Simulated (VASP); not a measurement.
# BaTiO3 (Pm-3m) in VASP: single point with r2SCAN

Aim: the single point of BaTiO3 with r2SCAN.

Program: VASP 6.6.1. These are calculated values, not measurements. Logs are shortened: lines on timing, memory, paths and dates and some standing lists are left out, and cuts for length are marked.

### 1 The cell of the first run

The structure is cubic, space group Pm-3m (No. 221). The conventional cell has a = 3.994 Å, b = 3.994 Å, c = 3.994 Å, α = 90.00°, β = 90.00°, γ = 90.00°. Within 3.7 Å of Ba (site symmetry m-3m) lie 12 O at 2.82 Å and 8 Ti at 3.46 Å. Within 2.6 Å of Ti (site symmetry m-3m) lie 6 O at 2.00 Å. Within 2.6 Å of O (site symmetry 4/mmm) lie 2 Ti at 2.00 Å.

### 2 Single point, r2SCAN

POSCAR

```
BaTiO3
1.0
    3.9940382582      0.0000000000      0.0000000000
    0.0000000000      3.9940382582      0.0000000000
    0.0000000000      0.0000000000      3.9940382582
Ba Ti O
1 1 3
Direct
    0.5000000000      0.5000000000      0.5000000000
    0.0000000000      0.0000000000      0.0000000000
    0.5000000000      0.0000000000      0.0000000000
    0.0000000000      0.5000000000      0.0000000000
    0.0000000000      0.0000000000      0.5000000000
```

INCAR.step1

```
SYSTEM = BaTiO3
ALGO = Normal
EDIFF = 1E-5
ENCUT = 1480
GGA = PE
GGA_COMPAT = .FALSE.
ISMEAR = 0
LASPH = .TRUE.
LCHARG = .FALSE.
LREAL = .FALSE.
LWAVE = .TRUE.
NBANDS = 28
NELM = 120
PREC = Accurate
SIGMA = 0.02
```

INCAR.step2

```
SYSTEM = BaTiO3
ALGO = Normal
EDIFF = 1E-6
ENCUT = 1480
GGA_COMPAT = .FALSE.
ISIF = 2
ISMEAR = 0
ISTART = 1
LASPH = .TRUE.
LCHARG = .FALSE.
LMIXTAU = .TRUE.
LREAL = .FALSE.
LWAVE = .FALSE.
METAGGA = R2SCAN
NBANDS = 28
NELM = 120
PREC = Accurate
SIGMA = 0.02
```

KPOINTS

```
k-points
0
G
  8 8 8
  0 0 0
```

Potentials or basis: VASP PAW PBE potentials, release 64 (Ba_sv, Ti_sv, O_h).

The run is started by

```console
$ cat potpaw_PBE.64/Ba_sv/POTCAR potpaw_PBE.64/Ti_sv/POTCAR potpaw_PBE.64/O_h/POTCAR > POTCAR
$ cp INCAR.step1 INCAR
$ mpirun -np 1 vasp_std > vasp.out
$ cp INCAR.step2 INCAR
$ mpirun -np 1 vasp_std > vasp.out
```

OUTCAR:

```text
SYSTEM = BaTiO3
   EDIFF = 1E-6
   ENCUT = 1480
   ISIF = 2
   ISMEAR = 0
   ISTART = 1
   LASPH = .TRUE.
   LREAL = .FALSE.
   METAGGA = R2SCAN
   NELM = 120
   PREC = Accurate

 ion  position               nearest neighbor table
   1  0.500  0.500  0.500-   3 2.82   4 2.82   5 2.82   3 2.82   4 2.82   3 2.82   5 2.82   3 2.82
                             4 2.82   5 2.82   4 2.82   5 2.82   2 3.46   2 3.46   2 3.46   2 3.46
   2  0.000  0.000  0.000-   3 2.00   4 2.00   5 2.00   5 2.00   4 2.00   3 2.00   1 3.46   1 3.46
                             1 3.46   1 3.46   1 3.46   1 3.46   1 3.46   1 3.46
   3  0.500  0.000  0.000-   2 2.00   2 2.00   1 2.82   1 2.82   1 2.82   1 2.82
   4  0.000  0.500  0.000-   2 2.00   2 2.00   1 2.82   1 2.82   1 2.82   1 2.82
   5  0.000  0.000  0.500-   2 2.00   2 2.00   1 2.82   1 2.82   1 2.82   1 2.82

  LATTYP: Found a simple cubic cell.
 ALAT       =     3.9940382582

  Lattice vectors:

 A1 = (   3.9940382582,   0.0000000000,   0.0000000000)
 A2 = (   0.0000000000,   3.9940382582,   0.0000000000)
 A3 = (   0.0000000000,   0.0000000000,   3.9940382582)

Analysis of symmetry for initial positions (statically):
=====================================================================
 Subroutine PRICEL returns:
 Original cell was already a primitive cell.

 Routine SETGRP: Setting up the symmetry group for a
 simple cubic supercell.

 Subroutine GETGRP returns: Found 48 space group operations
 (whereof 48 operations were pure point group operations)
 out of a pool of 48 trial point group operations.

The static configuration has the point symmetry O_h .

Analysis of symmetry for dynamics (positions and initial velocities):
=====================================================================
 Subroutine PRICEL returns:
 Original cell was already a primitive cell.

 Routine SETGRP: Setting up the symmetry group for a
 simple cubic supercell.

 Subroutine GETGRP returns: Found 48 space group operations
 (whereof 48 operations were pure point group operations)
 out of a pool of 48 trial point group operations.

The dynamic configuration has the point symmetry O_h .

 Subroutine INISYM returns: Found 48 space group operations
 (whereof 48 operations are pure point group operations),
 and found     1 'primitive' translations

----------------------------------------------------------------------------------------

                                     Primitive cell

  volume of cell :      63.7143

  direct lattice vectors                    reciprocal lattice vectors
     3.994038258  0.000000000  0.000000000     0.250373165  0.000000000  0.000000000
     0.000000000  3.994038258  0.000000000     0.000000000  0.250373165  0.000000000
     0.000000000  0.000000000  3.994038258     0.000000000  0.000000000  0.250373165

  length of vectors
     3.994038258  3.994038258  3.994038258     0.250373165  0.250373165  0.250373165

  position of ions in fractional coordinates (direct lattice)
     0.500000000  0.500000000  0.500000000
     0.000000000  0.000000000  0.000000000
     0.500000000  0.000000000  0.000000000
     0.000000000  0.500000000  0.000000000
     0.000000000  0.000000000  0.500000000

  ion indices of the primitive-cell ions
   primitive index   ion index
                 1           1
                 2           2
                 3           3
                 4           4
                 5           5

----------------------------------------------------------------------------------------

 KPOINTS: k-points

Automatic generation of k-mesh.
 Grid dimensions read from file:
 generate k-points for:    8    8    8

 Generating k-lattice:

  Cartesian coordinates                     Fractional coordinates (reciprocal lattice)
     0.031296646  0.000000000  0.000000000     0.125000000  0.000000000  0.000000000
     0.000000000  0.031296646  0.000000000     0.000000000  0.125000000  0.000000000
     0.000000000  0.000000000  0.031296646     0.000000000  0.000000000  0.125000000

  Length of vectors
     0.031296646  0.031296646  0.031296646

  Shift w.r.t. Gamma in fractional coordinates (k-lattice)
     0.000000000  0.000000000  0.000000000

 Subroutine IBZKPT returns following result:
 ===========================================

 Found     35 irreducible k-points:

 Following reciprocal coordinates:
            Coordinates               Weight
  0.000000  0.000000  0.000000      1.000000
  0.125000  0.000000  0.000000      6.000000
  0.250000  0.000000  0.000000      6.000000
  0.375000  0.000000  0.000000      6.000000
  0.500000  0.000000  0.000000      3.000000
  0.125000  0.125000  0.000000     12.000000
[... 16 lines left out ...]
  0.375000  0.375000  0.125000     24.000000
  0.500000  0.375000  0.125000     24.000000
 [... further k-points ...]
   k-points           NKPTS =     35   k-points in BZ     NKDIM =     35   number of bands    NBANDS=     28
   number of dos      NEDOS =    301   number of ions     NIONS =      5
   total plane-waves  NPLWV = 125000
   dimension x,y,z NGX =    50 NGY =   50 NGZ =   50
   dimension x,y,z NGXF=   100 NGYF=  100 NGZF=  100
   ions per type =               1   1   3
   NGX,Y,Z   is equivalent  to a cutoff of  20.81, 20.81, 20.81 a.u.
   NGXF,Y,Z  is equivalent  to a cutoff of  41.62, 41.62, 41.62 a.u.
 SYSTEM =  BaTiO3
   PREC   = accura    normal or accurate (medium, high low for compatibility)
   ISTART =      1    job   : 0-new  1-cont  2-samecut
   ICHARG =      0    charge: 1-file 2-atom 10-const
   ISPIN  =      1    spin polarized calculation?
   LNONCOLLINEAR =      F non collinear calculations
   LSORBIT =      F    spin-orbit coupling
   LASPH  =      T    aspherical Exc in radial PAW
   ENCUT  = 1480.0 eV 108.78 Ry   10.43 a.u.  12.53 12.53 12.53*2*pi/ulx,y,z
   NELM   =    120;   NELMIN=  2; NELMDL=  0     # of ELM steps
   EDIFF  = 0.1E-05   stopping-criterion for ELM
   LREAL  =      F    real-space projection
   EDIFFG = 0.1E-04   stopping-criterion for IOM
   NSW    =      0    number of steps for IOM
   IBRION =     -1    ionic relax: 0-MD 1-quasi-New 2-CG
   NFREE  =      0    steps in history (QN), initial steepest desc. (CG)
   ISIF   =      2    stress and relaxation
   ISYM   =      2    0-nonsym 1-usesym 2-fastsym
   POTIM  = 0.5000    time-step for ionic-motion
   TEBEG  =    0.0;   TEEND  =   0.0 temperature during run
   PSTRESS=    0.0 pullay stress
   NELECT =      40.0000    total number of electrons
   NUPDOWN=      -1.0000    fix difference up-down
   EMIN   =  10.00;   EMAX   =-10.00  energy-range for DOS
   EFERMI =   0.00;   METHOD = LEGACY
   ISMEAR =     0;   SIGMA  =   0.02  broadening in eV -4-tet -1-fermi 0-gaus
   EFERMI_NEDOS =   21; number of points for ismear=-14 and -15
   IALGO  =     38    algorithm
   IMIX   =      4    mixing-type and parameters
     AMIX     =   0.40;   BMIX     =  1.00
     AMIX_MAG =   1.60;   BMIX_MAG =  1.00
  volume/ion in A,a.u.               =      12.74        85.99
  Fermi-wavevector in a.u.,A,eV,Ry     =   1.401789  2.648997 26.735612  1.965012
  Thomas-Fermi vector in A             =   2.524615
   LORBIT       =      0    0 simple, 1 ext, 2 COOP (PROOUT), +10 PAW based schemes
   METAGGA = R2SCAN    functional components
   LHFCALC =     F    Hartree Fock is set to
   AEXX    =    0.0000 exact exchange contribution
   IVDW    =     0    specifies the selected vdW correction
   LEPSILON=     F    determine dielectric tensor
   LRPA    =     F    only Hartree local field effects (RPA)
 non-spin polarized calculation
 Gauss-broadening in eV      SIGMA  =   0.02
  energy-cutoff  :     1480.00
  volume of cell :       63.71
 maximum number of plane-waves:      8263
   NGX = 25   NGY = 25   NGZ = 25

 number of electron      40.0000000 magnetization

 Free energy of the ion-electron system (eV)
  ---------------------------------------------------
  ext. energy  EPLUGINS =         0.00000000
  ---------------------------------------------------
  free energy    TOTEN  =       -74.27550084 eV

  energy without entropy =      -74.27550084  energy(sigma->0) =      -74.27550084

 E-fermi :   4.1059     XC(G=0): -11.9587

 val. band max:        3.9346852354   @ k =   0.5000   0.5000   0.5000
 cond. band min:       6.0927543424   @ k =   0.0000   0.0000   0.0000
 fundamental gap:      2.1580691070
 Fermi energy:         4.1059103037

 k-point     1 :       0.0000    0.0000    0.0000
  band No.  band energies     occupation
      1     -54.9127      2.00000
      2     -30.0748      2.00000
      3     -30.0748      2.00000
      4     -30.0748      2.00000
      5     -21.5157      2.00000
      6     -13.9348      2.00000
[... 20 lines left out ...]
     27       9.5547      0.00000
     28      12.3283      0.00000

 k-point     2 :       0.1250    0.0000    0.0000
  band No.  band energies     occupation
      1     -54.9125      2.00000
      2     -30.0836      2.00000
      3     -30.0745      2.00000
      4     -30.0745      2.00000
      5     -21.4965      2.00000
      6     -13.9431      2.00000
[... 20 lines left out ...]
     27       9.8736      0.00000
     28      12.7047      0.00000

 k-point     3 :       0.2500    0.0000    0.0000
  band No.  band energies     occupation
      1     -54.9121      2.00000
      2     -30.1047      2.00000
      3     -30.0738      2.00000
      4     -30.0738      2.00000
      5     -21.4496      2.00000
      6     -14.0130      2.00000
[... 20 lines left out ...]
     27      10.7192      0.00000
     28      13.0199      0.00000

 k-point     4 :       0.3750    0.0000    0.0000
  band No.  band energies     occupation
      1     -54.9117      2.00000
      2     -30.1257      2.00000
      3     -30.0730      2.00000
      4     -30.0730      2.00000
      5     -21.4016      2.00000
      6     -14.1235      2.00000
[... 578 lines left out ...]
     27      13.0171      0.00000
     28      13.2086      0.00000

 k-point    23 :       0.3750    0.3750    0.1250
  band No.  band energies     occupation
      1     -54.9106      2.00000
      2     -30.1227      2.00000
      3     -30.1223      2.00000
      4     -30.0798      2.00000
      5     -21.3127      2.00000
      6     -13.6894      2.00000
[... 20 lines left out ...]
     27      12.9259      0.00000
     28      13.5477      0.00000

 k-point    24 :       0.5000    0.3750    0.1250
  band No.  band energies     occupation
      1     -54.9104      2.00000
      2     -30.1310      2.00000
      3     -30.1220      2.00000
      4     -30.0795      2.00000
      5     -21.2995      2.00000
      6     -13.6398      2.00000
[... 20 lines left out ...]
     27      12.7883      0.00000
     28      13.7002      0.00000

 [... further k-points ...]

------------------------ aborting loop because EDIFF is reached ----------------------------------------

  FORCE on cell =-STRESS in cart. coord.  units (eV):
  Direction    XX          YY          ZZ          XY          YZ          ZX
  --------------------------------------------------------------------------------------
  -------------------------------------------------------------------------------------
  Total        0.7702619      0.7702619      0.7702619      0.0000000      0.0000000      0.0000000
  in kB       19.3692283     19.3692283     19.3692283      0.0000000      0.0000000      0.0000000
  external PRESSURE =      19.3692283 kB  Pullay stress =       0.0000000 kB

 VOLUME and BASIS-vectors are now :
 -----------------------------------------------------------------------------
  energy-cutoff  :     1480.00
  volume of cell :       63.71
      direct lattice vectors                 reciprocal lattice vectors
     3.994038258  0.000000000  0.000000000     0.250373165  0.000000000  0.000000000
     0.000000000  3.994038258  0.000000000     0.000000000  0.250373165  0.000000000
     0.000000000  0.000000000  3.994038258     0.000000000  0.000000000  0.250373165

 POSITION                                       TOTAL-FORCE (eV/Angst)
 -----------------------------------------------------------------------------------
      1.99702      1.99702      1.99702         0.000000      0.000000      0.000000
      0.00000      0.00000      0.00000         0.000000      0.000000      0.000000
      1.99702      0.00000      0.00000         0.000000      0.000000      0.000000
      0.00000      1.99702      0.00000         0.000000      0.000000      0.000000
      0.00000      0.00000      1.99702         0.000000      0.000000      0.000000
 -----------------------------------------------------------------------------------
    total drift:                                0.000000      0.000000     -0.000000

  FREE ENERGIE OF THE ION-ELECTRON SYSTEM (eV)
  ---------------------------------------------------
  free  energy   TOTEN  =       -74.2755008376 eV

  energy  without entropy=      -74.2755008376  energy(sigma->0) =      -74.27550084
```

Run time: 9.1 min. Hardware: 1 thread of Intel Xeon 6975P-C (Granite Rapids), shared host; peak memory 0.59 GiB.

What came out:

```
Free energy            : -74.2755 eV
Pressure               : 1.9 GPa
Band gap on the k mesh : 2.16 eV (least direct gap 2.31 eV)
```

Caveat: the PAW data sets were made with another functional, which shifts forces and pressure a little; spin-orbit coupling is left out, which moves the levels of the heavy elements. A k mesh can miss the band edges.
